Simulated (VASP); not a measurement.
Runs of VASP 6.6.1 on MgZr2N2. The structure is that of space group I4/mmm (No. 139), or close to it. The cells are those of the table. 

```csv
task,cell,k mesh,cutoff (eV),gap on the mesh (eV),pressure (GPa),largest force (eV/Å)
single point,"a = 5.713 Å, angles 141.7, 141.7, 55.3°, 5 atoms",6 × 6 × 6,520,none,9.2,2.61
single point,"a = 5.850 Å, angles 136.5, 136.5, 63.2°, 5 atoms",12 × 12 × 12,520,none,(a),0.02
relaxation of cell and atoms,"relaxed from a = 5.713 Å, angles 141.7, 141.7, 55.3°, 5 atoms",6 × 6 × 6,600,none,0.0,0.01
single point,"a = 5.867 Å, angles 136.7, 136.7, 62.8°, 5 atoms",6 × 6 × 6,520,none,0.2,0.02
```

Alike in all rows: level PBE; potentials or basis VASP PAW PBE potentials, release 64 (Mg, Zr_sv, N); no spin polarisation; smearing gaussian 0.1 eV.

Task: Fill in the values left out.

Result: (a) 0.1.

Caveats: some runs use coarse meshes; forces of over 1 eV/Å act on the atoms, so gaps and moduli don't describe the material at rest (some runs).

A k mesh can miss the band edges, and the runs leave out spin-orbit coupling on Zr.

A gap of «none» marks levels without a gap at the run's occupations.
